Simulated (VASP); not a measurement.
A run of VASP 6.6.1 is set up as follows.

Contents of INCAR:

```
  PREC = Accurate
  ENCUT = 520
  EDIFF = 1E-6
  ISMEAR = 0
  SIGMA = 0.05
  LREAL = False
  LASPH = True
  NELM = 60
  ALGO = Normal
  ISIF = 2
  LWAVE = False
  LCHARG = False
  NBANDS = 15
```

KPOINTS

```
regular mesh
0
Gamma
  8 8 8
```

File POSCAR:

```
KMgH3
1.0
    3.8237500000      0.0000000000      0.0000000000
    0.0000000000      3.8237500000      0.0000000000
    0.0000000000      0.0000000000      4.0250000000
K Mg H
1 1 3
Direct
    0.0000000000      0.0000000000      0.0000000000
    0.5000000000      0.5000000000      0.5000000000
    0.0000000000      0.5000000000      0.5000000000
    0.5000000000      0.0000000000      0.5000000000
    0.5000000000      0.5000000000      0.0000000000
```

Potentials or basis: VASP PAW LDA potentials, release 64 (K_sv, Mg, H).

The run is started by

```bash
$ cat potpaw_LDA.64/K_sv/POTCAR potpaw_LDA.64/Mg/POTCAR potpaw_LDA.64/H/POTCAR > POTCAR
$ mpirun -np 1 vasp_std > vasp.out
```

**Question.** What does it give for the band gap on the k mesh?

**Answer.** 2.39 eV, indirect (least direct gap 4.67 eV).

**Question.** What does it give for the pressure?

**Answer.** 0.6 GPa.

Stress tensor (GPa, compression positive):
```
 1.74  0.00  0.00
 0.00  1.74  0.00
 0.00  0.00 -1.54
```

Caveat: the cell differs from its parent crystal (strain -0.050 along x and y, +0.000 along z). A k mesh can miss the band edges.
